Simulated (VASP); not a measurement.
Write the native input for VASP 6.6.1 that does the following.

```yaml
Task: single point
Functional: LDA
Potentials_or_basis: VASP PAW LDA potentials, release 64 (Nb_sv)
Cutoff: 500 eV
k_mesh: 11 × 11 × 11
Occupations: methfessel-paxton, width 0.05 eV
Spin: no spin polarisation
Dipole_correction: no
Further_INCAR_settings: ALGO = Normal; EDIFF = 1e-06; NBANDS = 12
```

The structure of Nb lies in POSCAR:

```
Nb
1.0
    0.0000000000      2.0685691939      2.0685691939
    2.0685691939      0.0000000000      2.0685691939
    2.0685691939      2.0685691939      0.0000000000
Nb
1
Direct
    0.0000000000      0.0000000000      0.0000000000
```

This isn't the form of Nb at room conditions, which is bcc.

The input as run:

INCAR

```
SYSTEM = Nb
PREC = Accurate ; ENCUT = 500
EDIFF = 1E-6 ; ISMEAR = 1
SIGMA = 0.05 ; LREAL = .FALSE.
LASPH = .TRUE. ; NELM = 120
ALGO = Normal ; ISIF = 2
LWAVE = .FALSE. ; LCHARG = .FALSE.
GGA = CA ; NBANDS = 12
GGA_COMPAT = .FALSE.
```

KPOINTS

```
Automatic mesh
0
G
  11 11 11
  0 0 0
```

Potentials or basis: VASP PAW LDA potentials, release 64 (Nb_sv).

Launch:

```console
$ cat potpaw_LDA.64/Nb_sv/POTCAR > POTCAR
$ mpirun -np 1 vasp_std > vasp.out
```

Results of the run:

The pressure is -0.2 GPa and the band gap on the k mesh is zero (an odd number of electrons rules out a gap without spin polarisation).

Wall time 11 s on 1 thread of Intel(R) Xeon(R) Platinum 8375C CPU @ 2.90GHz (Ice Lake) (shared host), peak memory 0.13 GiB.
